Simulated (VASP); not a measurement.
# Ag (Fm-3m) in VASP: further runs

The runs below take Ag through single point, with revPBE+D3(BJ), PBE+D4.

Program: VASP 6.6.1. These are calculated values, not measurements. Logs are shortened: lines on timing, memory, paths and dates and some standing lists are left out, and cuts for length are marked.

## Step 1: The cell of the first run

The structure is cubic, space group Fm-3m (No. 225). The conventional cell has a = 4.139 Å, b = 4.139 Å, c = 4.139 Å, α = 90.00°, β = 90.00°, γ = 90.00°. Ag (site symmetry m-3m) has 12 Ag at 2.93 Å within 3.9 Å.

## Step 2: Single point, revPBE+D3(BJ), non-collinear spin, zero start, spin-orbit coupling (volume scaled by 1.04)

Contents of INCAR:

```
PREC = Accurate ; ENCUT = 520
EDIFF = 1E-7 ; ISMEAR = -1
SIGMA = 0.01 ; LREAL = False
LASPH = True ; NELM = 150
ALGO = Normal ; ISIF = 2
LWAVE = False ; LCHARG = False
MAGMOM = 0 0 0 ; LORBIT = 11
LSORBIT = True ; GGA_COMPAT = False
LORBMOM = True ; LMAXMIX = 4
GGA = RE ; IVDW = 12
NBANDS = 22
```

Contents of KPOINTS:

```
regular mesh
0
Gamma
  8 8 8
```

Contents of POSCAR:

```
Ag
1.0
    0.0000000000      2.0696313722      2.0696313722
    2.0696313722      0.0000000000      2.0696313722
    2.0696313722      2.0696313722      0.0000000000
Ag
1
Direct
    0.0000000000      0.0000000000      0.0000000000
```

Potentials or basis: VASP PAW PBE potentials, release 64 (Ag).

The run is started by

```sh
$ cat potpaw_PBE.64/Ag/POTCAR > POTCAR
$ mpirun -np 1 vasp_ncl > vasp.out
```

OUTCAR:

```text
PREC = Accurate
   ENCUT = 520
   EDIFF = 1E-7
   ISMEAR = -1
   LREAL = False
   LASPH = True
   NELM = 150
   ISIF = 2
   LORBIT = 11
   LSORBIT = True
   GGA = RE
   IVDW = 12
 IVDW          = 12

 ion  position               nearest neighbor table
   1  0.000  0.000  0.000-

  LATTYP: Found a face centered cubic cell.
 ALAT       =     4.1392627444

  Lattice vectors:

 A1 = (   0.0000000000,   2.0696313722,   2.0696313722)
 A2 = (   2.0696313722,   0.0000000000,   2.0696313722)
 A3 = (   2.0696313722,   2.0696313722,   0.0000000000)

Analysis of symmetry for initial positions (statically):
=====================================================================
 Subroutine PRICEL returns:
 Original cell was already a primitive cell.

 Routine SETGRP: Setting up the symmetry group for a
 face centered cubic supercell.

 Subroutine GETGRP returns: Found 48 space group operations
 (whereof 48 operations were pure point group operations)
 out of a pool of 48 trial point group operations.

The static configuration has the point symmetry O_h .

Analysis of symmetry for dynamics (positions and initial velocities):
=====================================================================
 Subroutine PRICEL returns:
 Original cell was already a primitive cell.

 Routine SETGRP: Setting up the symmetry group for a
 face centered cubic supercell.

 Subroutine GETGRP returns: Found 48 space group operations
 (whereof 48 operations were pure point group operations)
 out of a pool of 48 trial point group operations.

The dynamic configuration has the point symmetry O_h .

Analysis of structural, dynamic, and magnetic symmetry:
=====================================================================
 Subroutine PRICEL returns:
 Original cell was already a primitive cell.

 Routine SETGRP: Setting up the symmetry group for a
 face centered cubic supercell.

 Subroutine GETGRP returns: Found 48 space group operations
 (whereof 48 operations were pure point group operations)
 out of a pool of 48 trial point group operations.

The overall configuration has the point symmetry O_h .

 Subroutine INISYM returns: Found 48 space group operations
 (whereof 48 operations are pure point group operations),
 and found     1 'primitive' translations

----------------------------------------------------------------------------------------

                                     Primitive cell

  volume of cell :      17.7300

  direct lattice vectors                    reciprocal lattice vectors
     0.000000000  2.069631372  2.069631372    -0.241588916  0.241588916  0.241588916
     2.069631372  0.000000000  2.069631372     0.241588916 -0.241588916  0.241588916
     2.069631372  2.069631372  0.000000000     0.241588916  0.241588916 -0.241588916

  length of vectors
     2.926900756  2.926900756  2.926900756     0.418444277  0.418444277  0.418444277

  position of ions in fractional coordinates (direct lattice)
     0.000000000  0.000000000  0.000000000

  ion indices of the primitive-cell ions
   primitive index   ion index
                 1           1

----------------------------------------------------------------------------------------

 KPOINTS: regular mesh

Automatic generation of k-mesh.
 Grid dimensions read from file:
 generate k-points for:    8    8    8

 Generating k-lattice:

  Cartesian coordinates                     Fractional coordinates (reciprocal lattice)
    -0.030198615  0.030198615  0.030198615     0.125000000  0.000000000  0.000000000
     0.030198615 -0.030198615  0.030198615     0.000000000  0.125000000  0.000000000
     0.030198615  0.030198615 -0.030198615     0.000000000  0.000000000  0.125000000

  Length of vectors
     0.052305535  0.052305535  0.052305535

  Shift w.r.t. Gamma in fractional coordinates (k-lattice)
     0.000000000  0.000000000  0.000000000

 Subroutine IBZKPT returns following result:
 ===========================================

[... 46 lines left out ...]
   NELM   =    150;   NELMIN=  2; NELMDL= -5     # of ELM steps
   EDIFF  = 0.1E-06   stopping-criterion for ELM
   LREAL  =      F    real-space projection
   EDIFFG = 0.1E-05   stopping-criterion for IOM
   NSW    =      0    number of steps for IOM
   IBRION =     -1    ionic relax: 0-MD 1-quasi-New 2-CG
   NFREE  =      0    steps in history (QN), initial steepest desc. (CG)
   ISIF   =      2    stress and relaxation
   ISYM   =      2    0-nonsym 1-usesym 2-fastsym
   POTIM  = 0.5000    time-step for ionic-motion
   TEBEG  =    0.0;   TEEND  =   0.0 temperature during run
   PSTRESS=    0.0 pullay stress
   NELECT =      11.0000    total number of electrons
   NUPDOWN=      -1.0000    fix difference up-down
   EMIN   =  10.00;   EMAX   =-10.00  energy-range for DOS
   EFERMI =   0.00;   METHOD = LEGACY
   ISMEAR =    -1;   SIGMA  =   0.01  broadening in eV -4-tet -1-fermi 0-gaus
   EFERMI_NEDOS =   21; number of points for ismear=-14 and -15
   IALGO  =     38    algorithm
   IMIX   =      4    mixing-type and parameters
     AMIX     =   0.40;   BMIX     =  1.00
     AMIX_MAG =   1.60;   BMIX_MAG =  1.00
  volume/ion in A,a.u.               =      17.73       119.65
  Fermi-wavevector in a.u.,A,eV,Ry     =   1.396270  2.638568 26.525508  1.949570
  Thomas-Fermi vector in A             =   2.519641
   LORBIT       =     11    0 simple, 1 ext, 2 COOP (PROOUT), +10 PAW based schemes
   GGA     = RE    functional components
   LHFCALC =     F    Hartree Fock is set to
   AEXX    =    0.0000 exact exchange contribution
   IVDW    =    12    specifies the selected vdW correction
   LEPSILON=     F    determine dielectric tensor
   LRPA    =     F    only Hartree local field effects (RPA)
  energy-cutoff  :      520.00
  volume of cell :       17.73
 maximum number of plane-waves:      1062
 NGX is ok and might be reduce to    24
   NGX = 11   NGY = 11   NGZ = 11

 number of electron      10.9999999 magnetization       0.0000000     -0.0000000     -0.0000000

 number of electron      10.9999999 magnetization      -0.0000000     -0.0000000     -0.0000000

 number of electron      10.9999999 magnetization       0.0000000      0.0000000      0.0000000

 Free energy of the ion-electron system (eV)
  ---------------------------------------------------
  ext. energy  EPLUGINS =         0.00000000
  ---------------------------------------------------
  free energy    TOTEN  =        -2.28717185 eV

  energy without entropy =       -2.28637417  energy(sigma->0) =       -2.28677301

 E-fermi :   7.7433     XC(G=0): -11.8797

 val. band max:        7.7252378416   @ k =   0.5000   0.2500   0.1250
 cond. band min:       8.2207123767   @ k =   0.5000   0.3750   0.1250
 fundamental gap:      0.4954745351
 Fermi energy:         7.7433253861

 k-point     1 :       0.0000    0.0000    0.0000
  band No.  band energies     occupation
      1       0.5417      1.00000
      2       0.5417      1.00000
      3       3.1414      1.00000
      4       3.1414      1.00000
      5       3.1414      1.00000
      6       3.1414      1.00000
[... 589 lines left out ...]
     21      30.7727      0.00000
     22      30.7727      0.00000

 [... further k-points ...]

------------------------ aborting loop because EDIFF is reached ----------------------------------------

 Edisp (eV)   -1.08172

 E8    (eV) :    -0.7582

  FORCE on cell =-STRESS in cart. coord.  units (eV):
  Direction    XX          YY          ZZ          XY          YZ          ZX
  --------------------------------------------------------------------------------------
  -------------------------------------------------------------------------------------
  Total      -0.70874    -0.70874    -0.70874    -0.00000     0.00000     0.00000
  in kB     -64.04551   -64.04551   -64.04551    -0.00000     0.00000     0.00000
  external pressure =      -64.05 kB  Pullay stress =        0.00 kB

 VOLUME and BASIS-vectors are now :
 -----------------------------------------------------------------------------
  energy-cutoff  :      520.00
  volume of cell :       17.73
      direct lattice vectors                 reciprocal lattice vectors
     0.000000000  2.069631372  2.069631372    -0.241588916  0.241588916  0.241588916
     2.069631372  0.000000000  2.069631372     0.241588916 -0.241588916  0.241588916
     2.069631372  2.069631372  0.000000000     0.241588916  0.241588916 -0.241588916

 POSITION                                       TOTAL-FORCE (eV/Angst)
 -----------------------------------------------------------------------------------
      0.00000      0.00000      0.00000         0.000000      0.000000      0.000000
 -----------------------------------------------------------------------------------
    total drift:                               -0.000000      0.000000     -0.000000

  FREE ENERGIE OF THE ION-ELECTRON SYSTEM (eV)
  ---------------------------------------------------
  free  energy   TOTEN  =        -3.3688869490 eV

  energy  without entropy=       -3.3680892691  energy(sigma->0) =       -3.36848811

 orbital moment (x)

 # of ion     p       d       tot
 ----------------------------------------
  1        -0.000  -0.000  -0.000
 ----------------------------------------
           -0.000  -0.000  -0.000

 orbital moment (y)

 # of ion     p       d       tot
 ----------------------------------------
  1         0.000   0.000   0.000
 ----------------------------------------
            0.000   0.000   0.000

 orbital moment (z)

 # of ion     p       d       tot
 ----------------------------------------
  1         0.000   0.000   0.000
 ----------------------------------------
            0.000   0.000   0.000

 Spin-Orbit-Coupling matrix elements

 Ion:    1  E_soc:     -0.0529120
 l=   1
     0.0000000    -0.0018245    -0.0018245
    -0.0018245     0.0000000    -0.0018245
    -0.0018245    -0.0018245     0.0000000
 l=   2
     0.0000000    -0.0014786     0.0000000    -0.0014786    -0.0055156
    -0.0014786     0.0000000    -0.0041367    -0.0014786    -0.0013789
     0.0000000    -0.0041367     0.0000000    -0.0041367     0.0000000
    -0.0014786    -0.0014786    -0.0041367     0.0000000    -0.0013789
    -0.0055156    -0.0013789     0.0000000    -0.0013789     0.0000000
 l=   3
     0.0000000     0.0000000     0.0000000     0.0000000     0.0000000     0.0000000     0.0000000
     0.0000000     0.0000000     0.0000000     0.0000000     0.0000000     0.0000000     0.0000000
     0.0000000     0.0000000     0.0000000     0.0000000     0.0000000     0.0000000     0.0000000
     0.0000000     0.0000000     0.0000000     0.0000000     0.0000000     0.0000000     0.0000000
     0.0000000     0.0000000     0.0000000     0.0000000     0.0000000     0.0000000     0.0000000
     0.0000000     0.0000000     0.0000000     0.0000000     0.0000000     0.0000000     0.0000000
     0.0000000     0.0000000     0.0000000     0.0000000     0.0000000     0.0000000     0.0000000

 total charge

# of ion       s       p       d       tot
------------------------------------------
    1        0.412   0.273   9.162   9.847

 magnetization (x)

# of ion       s       p       d       tot
------------------------------------------
    1        0.000  -0.000   0.000   0.000

 magnetization (y)

# of ion       s       p       d       tot
------------------------------------------
    1        0.000  -0.000   0.000   0.000

 magnetization (z)

# of ion       s       p       d       tot
------------------------------------------
    1       -0.000  -0.000   0.000   0.000
```

Wall time 25 s (1 thread of Intel Xeon Platinum 8375C at 2.90GHz (Ice Lake), shared host); peak memory 0.21 GiB.

Results:

- Free energy: -3.3689 eV
- Pressure: -6.4 GPa
- Net moment: 0.00 μB per cell
- Valence electrons inside the program's atomic spheres: Ag 9.85
- Dispersion energy per atom: -1.082 eV

Moments on the atoms (μB; x, y, z):
```
Ag  0.00 0.00 0.00
```

Caveat: the cell differs from its parent crystal (volume scaled by 1.04); the PAW data sets were made with another functional, which shifts forces and pressure a little.

## Step 3: Single point, revPBE+D3(BJ), non-collinear spin, zero start, spin-orbit coupling (volume scaled by 1.06)

Contents of INCAR:

```
SYSTEM = Ag
PREC = Accurate ; ENCUT = 520
EDIFF = 1E-6 ; ISMEAR = -1
SIGMA = 0.01 ; LREAL = .FALSE.
LASPH = .TRUE. ; NELM = 150
ALGO = Normal ; ISIF = 2
LWAVE = .FALSE. ; LCHARG = .FALSE.
MAGMOM = 0 0 0 ; LORBIT = 11
LSORBIT = .TRUE. ; GGA_COMPAT = .FALSE.
LORBMOM = .TRUE. ; LMAXMIX = 4
GGA = RE ; IVDW = 12
NBANDS = 22
```

Contents of KPOINTS:

```
regular mesh
0
G
  8 8 8
  0 0 0
```

Contents of POSCAR:

```
Ag
1.0
    0.0000000000      2.0828140930      2.0828140930
    2.0828140930      0.0000000000      2.0828140930
    2.0828140930      2.0828140930      0.0000000000
Ag
1
Direct
    0.0000000000      0.0000000000      0.0000000000
```

Potentials or basis: VASP PAW PBE potentials, release 64 (Ag).

The run is started by

```sh
$ cat potpaw_PBE.64/Ag/POTCAR > POTCAR
$ mpirun -np 1 vasp_ncl > vasp.out
```

Wall time 23 s (1 thread of Intel Xeon Platinum 8375C at 2.90GHz (Ice Lake), shared host); peak memory 0.2 GiB.

It converged, with:

```yaml
Free_energy: -3.3543 eV
Pressure: -7.5 GPa
Net_moment: 0.00 μB per cell
Valence_electrons_inside_the_program's_atomic_spheres: Ag 9.83
Dispersion_energy_per_atom: -1.061 eV
```

Moments on the atoms (μB; x, y, z):
```
Ag  0.00 0.00 0.00
```

Caveat: the cell differs from its parent crystal (volume scaled by 1.06); the PAW data sets were made with another functional, which shifts forces and pressure a little.

## Step 4: Single point, PBE+D4, collinear spin, ferromagnetic start

This run uses another cell than the first one, of 17.05 Å³/atom, 0.962 times its volume.

Contents of INCAR:

```
PREC = Accurate
ENCUT = 520
EDIFF = 1E-7
ISMEAR = -1
SIGMA = 0.01
LREAL = False
LASPH = True
NELM = 150
ALGO = Normal
ISIF = 2
LWAVE = False
LCHARG = False
ISPIN = 2
MAGMOM = -0.07
LORBIT = 11
LMAXMIX = 4
GGA = PE
IVDW = 13
NBANDS = 16
```

Contents of KPOINTS:

```
Automatic mesh
0
Gamma
  11 11 11
```

Contents of POSCAR:

```
Ag
1.0
    2.8888847545      0.0000000000      0.0000000000
    1.4444423773      2.5018475860      0.0000000000
    1.4444423773      0.8339491953      2.3587645247
Ag
1
Direct
    0.0000000000      0.0000000000      0.0000000000
```

The run is started by

```sh
$ cat potpaw_PBE.64/Ag/POTCAR > POTCAR
$ mpirun -np 1 vasp_std > vasp.out
```

Run time: 18 s. Hardware: 1 thread of Intel Xeon Platinum 8375C at 2.90GHz (Ice Lake), shared host; peak memory 0.16 GiB.

Results (log left out):

```yaml
Free_energy: -3.2771 eV
Pressure: -0.9 GPa
Net_moment: 0.00 μB per cell
Valence_electrons_inside_the_program's_atomic_spheres: Ag 9.88
Dispersion_energy_per_atom: -0.568 eV
```

Levels at points of the mesh, in eV from the Fermi level:
Spin up:
| k point | band 3 | band 4 | band 5 | band 6 | band 7 | band 8 | band 9 | band 10 |
| --- | --- | --- | --- | --- | --- | --- | --- | --- |
| (0.00, 0.00, 0.00) | -5.08 | -5.08 | -4.05 | -4.05 | 15.76 | 19.34 | 19.34 | 19.34 |
Spin down:
| k point | band 3 | band 4 | band 5 | band 6 | band 7 | band 8 | band 9 | band 10 |
| --- | --- | --- | --- | --- | --- | --- | --- | --- |
| (0.00, 0.00, 0.00) | -5.08 | -5.08 | -4.05 | -4.05 | 15.76 | 19.34 | 19.34 | 19.34 |

Caveat: pairwise dispersion overbinds metals, which lowers pressure and volume.

## Step 5: Overview

```csv
level,spin,cell,k mesh,pressure (GPa),moment (μB)
revPBE+D3(BJ),"non-collinear, zero start, SOC","a = 2.927 Å, angles 60.0°, 1 atom",8 × 8 × 8,-6.4,0.00
revPBE+D3(BJ),"non-collinear, zero start, SOC","a = 2.946 Å, angles 60.0°, 1 atom",8 × 8 × 8,-7.5,0.00
PBE+D4,"collinear, ferromagnetic start","a = 2.889 Å, angles 60.0°, 1 atom",11 × 11 × 11,-0.9,0.00
```

Alike in all rows: task single point; potentials or basis VASP PAW PBE potentials, release 64 (Ag); cutoff (eV) 520; smearing fermi-dirac 0.01 eV.

Caveats: the PAW data sets were made with another functional, which shifts forces and pressure a little (some runs); pairwise dispersion overbinds metals, which lowers pressure and volume (some runs).

Total energies depend on the potentials used, so only differences within one code and one set of settings carry meaning.
